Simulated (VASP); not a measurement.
A run of VASP 6.6.1:

The input INCAR:

```
PREC = Accurate ; ENCUT = 600
EDIFF = 1E-6 ; ISMEAR = 0
SIGMA = 0.02 ; LREAL = F
LASPH = T ; NELM = 80
ALGO = Normal ; ISIF = 3
LWAVE = F ; LCHARG = F
GGA = PE ; IBRION = 2
NSW = 100 ; EDIFFG = -0.005
```

The input KPOINTS:

```
regular mesh
0
Gamma
  12 12 2
```

File POSCAR:

```
SiC
1.0
    1.5474216106     -2.6801718365      0.0000000000
    1.5474216106      2.6801718365      0.0000000000
    0.0000000000      0.0000000000     15.1848130317
Si C
6 6
Direct
    0.1666761845      0.8333238155      0.8577299514
    0.8333238155      0.1666761845      0.3577299514
    0.4999848465      0.5000151535      0.5244683961
    0.5000151535      0.4999848465      0.0244683961
    0.8333482772      0.1666517228      0.6911956360
    0.1666517228      0.8333482772      0.1911956360
    0.5000159569      0.4999840431      0.6498327582
    0.4999840431      0.5000159569      0.1498327582
    0.1666787188      0.8333212812      0.9827157086
    0.8333212812      0.1666787188      0.4827157086
    0.8333408908      0.1666591092      0.8161975497
    0.1666591092      0.8333408908      0.3161975497
```

Potentials or basis: VASP PAW PBE potentials, release 64 (Si, C).

The run is started by

```sh
$ cat potpaw_PBE.64/Si/POTCAR potpaw_PBE.64/C/POTCAR > POTCAR
$ mpirun -np 1 vasp_std > vasp.out
```

Hardware: 1 thread of Oxide Virtual Turin-like Processor, on a shared host.

Problem. How long does it take, and how much memory?

Solution. Run time: 24 min on 1 thread of Oxide Virtual Turin-like Processor, on a shared host, peak memory 0.47 GiB. Counts: scf iterations 22, k points 86, ion steps 3.
